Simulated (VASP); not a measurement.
# YAgSb2 (P4/nmm) in VASP: single point with LDA

Aim: the single point of YAgSb2 with LDA.

All numbers are computed with VASP 6.6.1; they aren't measurements. Logs are shortened: lines on timing, memory, paths and dates and some standing lists are left out, and cuts for length are marked.

### 1 The cell of the first run

Symmetry: P4/nmm, No. 129, tetragonal system. The conventional cell has a = 4.251 Å, b = 4.251 Å, c = 10.095 Å, α = 90.00°, β = 90.00°, γ = 90.00°. Within 4.3 Å of Y (site symmetry 4mm) lie 8 Sb at 3.11 to 3.21 Å and 4 Ag at 3.39 Å and 4 Y at 4.25 Å. Ag (site symmetry -4m2) has 4 Sb at 2.82 Å and 4 Ag at 3.01 Å and 4 Y at 3.39 Å within 3.7 Å. Within 4.0 Å of Sb (site symmetry -4m2) lie 8 Sb at 3.01 to 3.84 Å and 4 Y at 3.21 Å. Sb (site symmetry 4mm) has 4 Ag at 2.82 Å and 4 Y at 3.11 Å and 4 Sb at 3.84 Å within 3.9 Å.

### 2 Single point, LDA

INCAR

```
ALGO = Normal
EDIFF = 1E-6
ENCUT = 520
ISIF = 2
ISMEAR = 0
LASPH = T
LCHARG = F
LREAL = F
LWAVE = F
NBANDS = 42
NELM = 100
PREC = Accurate
SIGMA = 0.1
```

KPOINTS

```
k-points
0
Gamma
  8 8 4
```

POSCAR

```
YAgSb2
1.0
    4.2510845975      0.0000000000      0.0000000000
    0.0000000000      4.2510845975      0.0000000000
    0.0000000000      0.0000000000     10.0948555031
Y Ag Sb
2 2 4
Direct
    0.0000000000      0.5000000000      0.7617685328
    0.5000000000      0.0000000000      0.2382314672
    0.0000000000      0.0000000000      0.5000000000
    0.5000000000      0.5000000000      0.5000000000
    0.0000000000      0.0000000000      0.0000000000
    0.5000000000      0.5000000000      0.0000000000
    0.0000000000      0.5000000000      0.3170675502
    0.5000000000      0.0000000000      0.6829324498
```

Potentials or basis: VASP PAW LDA potentials, release 64 (Y_sv, Ag, Sb).

Run with:

```
$ cat potpaw_LDA.64/Y_sv/POTCAR potpaw_LDA.64/Ag/POTCAR potpaw_LDA.64/Sb/POTCAR > POTCAR
$ mpirun -np 1 vasp_std > vasp.out
```

OUTCAR:

```text
EDIFF = 1E-6
   ENCUT = 520
   ISIF = 2
   ISMEAR = 0
   LASPH = T
   LREAL = F
   NELM = 100
   PREC = Accurate

 ion  position               nearest neighbor table
   1  0.000  0.500  0.762-   8 3.11   8 3.11   8 3.11   8 3.11   6 3.21   6 3.21   5 3.21   5 3.21
                             4 3.39   3 3.39   4 3.39   3 3.39
   2  0.500  0.000  0.238-   7 3.11   7 3.11   7 3.11   7 3.11   6 3.21   5 3.21   5 3.21   6 3.21
                             3 3.39   4 3.39   4 3.39   3 3.39
   3  0.000  0.000  0.500-   7 2.82   8 2.82   7 2.82   8 2.82   4 3.01   4 3.01   4 3.01   4 3.01
                             2 3.39   1 3.39   2 3.39   1 3.39
   4  0.500  0.500  0.500-   7 2.82   8 2.82   8 2.82   7 2.82   3 3.01   3 3.01   3 3.01   3 3.01
                             1 3.39   2 3.39   2 3.39   1 3.39
   5  0.000  0.000  0.000-   6 3.01   6 3.01   6 3.01   6 3.01   2 3.21   2 3.21   1 3.21   1 3.21

   6  0.500  0.500  0.000-   5 3.01   5 3.01   5 3.01   5 3.01   2 3.21   1 3.21   1 3.21   2 3.21

   7  0.000  0.500  0.317-   3 2.82   4 2.82   3 2.82   4 2.82   2 3.11   2 3.11   2 3.11   2 3.11

   8  0.500  0.000  0.683-   3 2.82   4 2.82   4 2.82   3 2.82   1 3.11   1 3.11   1 3.11   1 3.11

  LATTYP: Found a simple tetragonal cell.
 ALAT       =     4.2510845975
 C/A-ratio  =     2.3746541080

  Lattice vectors:

 A1 = (   4.2510845975,   0.0000000000,   0.0000000000)
 A2 = (   0.0000000000,   4.2510845975,   0.0000000000)
 A3 = (   0.0000000000,   0.0000000000,  10.0948555031)

Analysis of symmetry for initial positions (statically):
=====================================================================
 Subroutine PRICEL returns:
 Original cell was already a primitive cell.

 Routine SETGRP: Setting up the symmetry group for a
 simple tetragonal supercell.

 Subroutine GETGRP returns: Found 16 space group operations
 (whereof  8 operations were pure point group operations)
 out of a pool of 16 trial point group operations.

The static configuration has the point symmetry D_2d.
 The point group associated with its full space group is D_4h.

Analysis of symmetry for dynamics (positions and initial velocities):
=====================================================================
 Subroutine PRICEL returns:
 Original cell was already a primitive cell.

 Routine SETGRP: Setting up the symmetry group for a
 simple tetragonal supercell.

 Subroutine GETGRP returns: Found 16 space group operations
 (whereof  8 operations were pure point group operations)
 out of a pool of 16 trial point group operations.

The dynamic configuration has the point symmetry D_2d.
 The point group associated with its full space group is D_4h.

 Subroutine INISYM returns: Found 16 space group operations
 (whereof  8 operations are pure point group operations),
 and found     1 'primitive' translations

----------------------------------------------------------------------------------------

                                     Primitive cell

  volume of cell :     182.4314

  direct lattice vectors                    reciprocal lattice vectors
     4.251084598  0.000000000  0.000000000     0.235234086  0.000000000  0.000000000
     0.000000000  4.251084598  0.000000000     0.000000000  0.235234086  0.000000000
     0.000000000  0.000000000 10.094855503     0.000000000  0.000000000  0.099060358

  length of vectors
     4.251084598  4.251084598 10.094855503     0.235234086  0.235234086  0.099060358

  position of ions in fractional coordinates (direct lattice)
     0.000000000  0.500000000  0.761768533
     0.500000000  0.000000000  0.238231467
     0.000000000  0.000000000  0.500000000
     0.500000000  0.500000000  0.500000000
     0.000000000  0.000000000  0.000000000
     0.500000000  0.500000000  0.000000000
     0.000000000  0.500000000  0.317067550
     0.500000000  0.000000000  0.682932450

  ion indices of the primitive-cell ions
   primitive index   ion index
                 1           1
                 2           2
                 3           3
                 4           4
                 5           5
                 6           6
                 7           7
                 8           8

----------------------------------------------------------------------------------------

 KPOINTS: k-points

Automatic generation of k-mesh.
 Grid dimensions read from file:
 generate k-points for:    8    8    4

 Generating k-lattice:

  Cartesian coordinates                     Fractional coordinates (reciprocal lattice)
     0.029404261  0.000000000  0.000000000     0.125000000  0.000000000  0.000000000
     0.000000000  0.029404261  0.000000000     0.000000000  0.125000000  0.000000000
     0.000000000  0.000000000  0.024765089     0.000000000  0.000000000  0.250000000

  Length of vectors
     0.029404261  0.029404261  0.024765089

  Shift w.r.t. Gamma in fractional coordinates (k-lattice)
     0.000000000  0.000000000  0.000000000

 Subroutine IBZKPT returns following result:
 ===========================================

 Found     45 irreducible k-points:

 Following reciprocal coordinates:
            Coordinates               Weight
  0.000000  0.000000  0.000000      1.000000
  0.125000  0.000000  0.000000      4.000000
  0.250000  0.000000  0.000000      4.000000
  0.375000  0.000000  0.000000      4.000000
  0.500000  0.000000  0.000000      2.000000
  0.125000  0.125000  0.000000      4.000000
[... 16 lines left out ...]
  0.375000  0.125000  0.250000     16.000000
  0.500000  0.125000  0.250000      8.000000
 [... further k-points ...]
   k-points           NKPTS =     45   k-points in BZ     NKDIM =     45   number of bands    NBANDS=     42
   number of dos      NEDOS =    301   number of ions     NIONS =      8
   total plane-waves  NPLWV =  81920
   dimension x,y,z NGX =    32 NGY =   32 NGZ =   80
   dimension x,y,z NGXF=    64 NGYF=   64 NGZF=  160
   ions per type =               2   2   4
   NGX,Y,Z   is equivalent  to a cutoff of  12.51, 12.51, 13.17 a.u.
   NGXF,Y,Z  is equivalent  to a cutoff of  25.03, 25.03, 26.35 a.u.
 SYSTEM =  unknown system
   PREC   = accura    normal or accurate (medium, high low for compatibility)
   ISTART =      0    job   : 0-new  1-cont  2-samecut
   ICHARG =      2    charge: 1-file 2-atom 10-const
   ISPIN  =      1    spin polarized calculation?
   LNONCOLLINEAR =      F non collinear calculations
   LSORBIT =      F    spin-orbit coupling
   LASPH  =      T    aspherical Exc in radial PAW
   ENCUT  =  520.0 eV  38.22 Ry    6.18 a.u.   7.90  7.90 18.77*2*pi/ulx,y,z
   NELM   =    100;   NELMIN=  2; NELMDL= -5     # of ELM steps
   EDIFF  = 0.1E-05   stopping-criterion for ELM
   LREAL  =      F    real-space projection
   EDIFFG = 0.1E-04   stopping-criterion for IOM
   NSW    =      0    number of steps for IOM
   IBRION =     -1    ionic relax: 0-MD 1-quasi-New 2-CG
   NFREE  =      0    steps in history (QN), initial steepest desc. (CG)
   ISIF   =      2    stress and relaxation
   ISYM   =      2    0-nonsym 1-usesym 2-fastsym
   POTIM  = 0.5000    time-step for ionic-motion
   TEBEG  =    0.0;   TEEND  =   0.0 temperature during run
   PSTRESS=    0.0 pullay stress
   NELECT =      64.0000    total number of electrons
   NUPDOWN=      -1.0000    fix difference up-down
   EMIN   =  10.00;   EMAX   =-10.00  energy-range for DOS
   EFERMI =   0.00;   METHOD = LEGACY
   ISMEAR =     0;   SIGMA  =   0.10  broadening in eV -4-tet -1-fermi 0-gaus
   EFERMI_NEDOS =   21; number of points for ismear=-14 and -15
   IALGO  =     38    algorithm
   IMIX   =      4    mixing-type and parameters
     AMIX     =   0.40;   BMIX     =  1.00
     AMIX_MAG =   1.60;   BMIX_MAG =  1.00
  volume/ion in A,a.u.               =      22.80       153.89
  Fermi-wavevector in a.u.,A,eV,Ry     =   1.154609  2.181895 18.138227  1.333122
  Thomas-Fermi vector in A             =   2.291244
   LORBIT       =      0    0 simple, 1 ext, 2 COOP (PROOUT), +10 PAW based schemes
   GGA     = CA    functional components
   LHFCALC =     F    Hartree Fock is set to
   AEXX    =    0.0000 exact exchange contribution
   IVDW    =     0    specifies the selected vdW correction
   LEPSILON=     F    determine dielectric tensor
   LRPA    =     F    only Hartree local field effects (RPA)
 non-spin polarized calculation
 Gauss-broadening in eV      SIGMA  =   0.10
  energy-cutoff  :      520.00
  volume of cell :      182.43
 maximum number of plane-waves:      4946
 NGX is ok and might be reduce to    32
   NGX = 15   NGY = 15   NGZ = 37

 number of electron      63.9999994 magnetization

 Free energy of the ion-electron system (eV)
  ---------------------------------------------------
  ext. energy  EPLUGINS =         0.00000000
  ---------------------------------------------------
  free energy    TOTEN  =       -46.25126944 eV

  energy without entropy =      -46.23561126  energy(sigma->0) =      -46.24344035

 E-fermi :   7.9142     XC(G=0): -11.0549

 val. band max:        7.9132331429   @ k =   0.2500   0.1250   0.0000
 cond. band min:       7.9346742862   @ k =   0.1250   0.0000   0.2500
 fundamental gap:      0.0214411433
 Fermi energy:         7.9142041877

 k-point     1 :       0.0000    0.0000    0.0000
  band No.  band energies     occupation
      1     -34.5968      2.00000
      2     -34.5965      2.00000
      3     -14.7972      2.00000
      4     -14.7788      2.00000
      5     -14.7372      2.00000
      6     -14.7372      2.00000
[... 34 lines left out ...]
     41      11.4858      0.00000
     42      11.5016      0.00000

 k-point     2 :       0.1250    0.0000    0.0000
  band No.  band energies     occupation
      1     -34.5963      2.00000
      2     -34.5961      2.00000
      3     -14.7947      2.00000
      4     -14.7777      2.00000
      5     -14.7494      2.00000
      6     -14.7482      2.00000
[... 34 lines left out ...]
     41      11.0735      0.00000
     42      11.4404      0.00000

 k-point     3 :       0.2500    0.0000    0.0000
  band No.  band energies     occupation
      1     -34.5953      2.00000
      2     -34.5952      2.00000
      3     -14.7886      2.00000
      4     -14.7798      2.00000
      5     -14.7778      2.00000
      6     -14.7745      2.00000
[... 34 lines left out ...]
     41      11.3153      0.00000
     42      11.8122      0.00000

 k-point     4 :       0.3750    0.0000    0.0000
  band No.  band energies     occupation
      1     -34.5943      2.00000
      2     -34.5942      2.00000
      3     -14.8083      2.00000
      4     -14.8080      2.00000
      5     -14.7807      2.00000
      6     -14.7739      2.00000
[... 844 lines left out ...]
     41      11.2388      0.00000
     42      11.9037      0.00000

 k-point    23 :       0.3750    0.1250    0.2500
  band No.  band energies     occupation
      1     -34.5939      2.00000
      2     -34.5938      2.00000
      3     -14.8059      2.00000
      4     -14.8055      2.00000
      5     -14.7781      2.00000
      6     -14.7728      2.00000
[... 34 lines left out ...]
     41      11.2222      0.00000
     42      11.4794      0.00000

 k-point    24 :       0.5000    0.1250    0.2500
  band No.  band energies     occupation
      1     -34.5934      2.00000
      2     -34.5934      2.00000
      3     -14.8176      2.00000
      4     -14.8176      2.00000
      5     -14.7737      2.00000
      6     -14.7737      2.00000
[... 34 lines left out ...]
     41      11.2651      0.00000
     42      11.2651      0.00000

 [... further k-points ...]

------------------------ aborting loop because EDIFF is reached ----------------------------------------

  FORCE on cell =-STRESS in cart. coord.  units (eV):
  Direction    XX          YY          ZZ          XY          YZ          ZX
  --------------------------------------------------------------------------------------
  -------------------------------------------------------------------------------------
  Total        0.2826412      0.2826412      0.1679622      0.0000000      0.0000000     -0.0000000
  in kB        2.4822556      2.4822556      1.4751036      0.0000000      0.0000000     -0.0000000
  external PRESSURE =       2.1465383 kB  Pullay stress =       0.0000000 kB

 VOLUME and BASIS-vectors are now :
 -----------------------------------------------------------------------------
  energy-cutoff  :      520.00
  volume of cell :      182.43
      direct lattice vectors                 reciprocal lattice vectors
     4.251084598  0.000000000  0.000000000     0.235234086  0.000000000  0.000000000
     0.000000000  4.251084598  0.000000000     0.000000000  0.235234086  0.000000000
     0.000000000  0.000000000 10.094855503     0.000000000  0.000000000  0.099060358

 POSITION                                       TOTAL-FORCE (eV/Angst)
 -----------------------------------------------------------------------------------
      0.00000      2.12554      7.68994         0.000000     -0.000000      0.009824
      2.12554      0.00000      2.40491         0.000000     -0.000000     -0.009824
      0.00000      0.00000      5.04743         0.000000     -0.000000      0.000000
      2.12554      2.12554      5.04743         0.000000      0.000000      0.000000
      0.00000      0.00000      0.00000         0.000000     -0.000000      0.000000
      2.12554      2.12554      0.00000         0.000000      0.000000      0.000000
      0.00000      2.12554      3.20075         0.000000     -0.000000     -0.016399
      2.12554      0.00000      6.89410        -0.000000     -0.000000      0.016399
 -----------------------------------------------------------------------------------
    total drift:                                0.000000      0.000000      0.000000

  FREE ENERGIE OF THE ION-ELECTRON SYSTEM (eV)
  ---------------------------------------------------
  free  energy   TOTEN  =       -46.2512694378 eV

  energy  without entropy=      -46.2356112601  energy(sigma->0) =      -46.24344035
```

It took 9.3 min on 1 thread of AMD EPYC 7R43 (Zen 3), shared host; peak memory 0.4 GiB.

What came out:

```yaml
Free_energy: -46.2513 eV
Pressure: 0.2 GPa
Largest_force: 0.016 eV/Å
Band_gap_on_the_k_mesh: zero (bands 32 and 33 overlap by 0.93 eV)
```

Forces in eV/Å, atoms in the order of the input:
```
Y    0.000  0.000  0.010
Y    0.000  0.000 -0.010
Ag   0.000  0.000  0.000
Ag   0.000  0.000  0.000
Sb   0.000  0.000  0.000
Sb   0.000  0.000  0.000
Sb   0.000  0.000 -0.016
Sb   0.000  0.000  0.016
```

Caveat: spin-orbit coupling is left out, which moves the levels of the heavy elements.
